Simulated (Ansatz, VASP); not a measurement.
Two plane-wave programs on Pb

The input POSCAR:

```
Pb
1.0
    2.4750200000      2.4750200000      0.0000000000
   -2.4750200000      2.4750200000      0.0000000000
    0.0000000000      2.4750200000      2.4750200000
Pb
1
Direct
    0.0000000000      0.0000000000      0.0000000000
```

Contents of INCAR.step1:

```
PREC = Accurate
ENCUT = 600
ISMEAR = -1
SIGMA = 0.05
LREAL = False
LASPH = True
NELM = 60
GGA = PE
ALGO = Normal
EDIFF = 1E-4
LWAVE = True
LCHARG = False
```

The input INCAR.step2:

```
PREC = Accurate
ENCUT = 600
EDIFF = 1E-6
ISMEAR = -1
SIGMA = 0.05
LREAL = False
LASPH = True
NELM = 60
ALGO = Normal
ISIF = 3
LWAVE = False
LCHARG = False
METAGGA = R2SCAN
LMIXTAU = True
IBRION = 2
NSW = 100
EDIFFG = -0.002
ISTART = 1
```

KPOINTS

```
regular mesh
0
Gamma
  12 12 12
```

Input for Ansatz:

```yaml
crystal:
  lattice:
    - [2.47502, 2.47502, 0.0]
    - [-2.47502, 2.47502, 0.0]
    - [0.0, 2.47502, 2.47502]
  atoms:
    - { symbol: Pb, position: [0.0, 0.0, 0.0] }
kpoints:
  mp_grid: { grid: [12, 12, 12] }
scf:
  occupations: { method: fermi_dirac, width: 0.05 }
hamiltonian:
  xc: r2scan
  pseudopotentials: { kind: paw }
relax:
  f_tol: 0.002
  max_steps: 80
  cell: {}
output:
  forces: true
  stress: true
  write_density: true
  write_potential: true
  elf: true
  volumetric_format: npy
```

Alike in both runs: task relaxation of cell and atoms; functional r2SCAN; k mesh 12 × 12 × 12; occupations fermi-dirac, width 0.05 eV; no spin polarisation.

```csv
,VASP,Ansatz
version,VASP 6.6.1,Ansatz 0.2.0
potentials or method,"VASP PAW PBE potentials, release 64 (Pb_d)","PAW with Ansatz's default frozen-core files, scalar-relativistic"
plane-wave cutoff (eV),600,500
valence electrons in the cell,14,14
```

|  | VASP | Ansatz | Ansatz less VASP |
| --- | --- | --- | --- |
| relaxed volume (Å³/atom) | 31.36 | 31.33 | -0.027 |
| relaxed cell length with the largest relative difference (Å) | 3.540 | 3.538 | -0.0010 |

VASP's potentials were made for PBE, not for r2SCAN.

Neither program's run includes spin-orbit coupling.
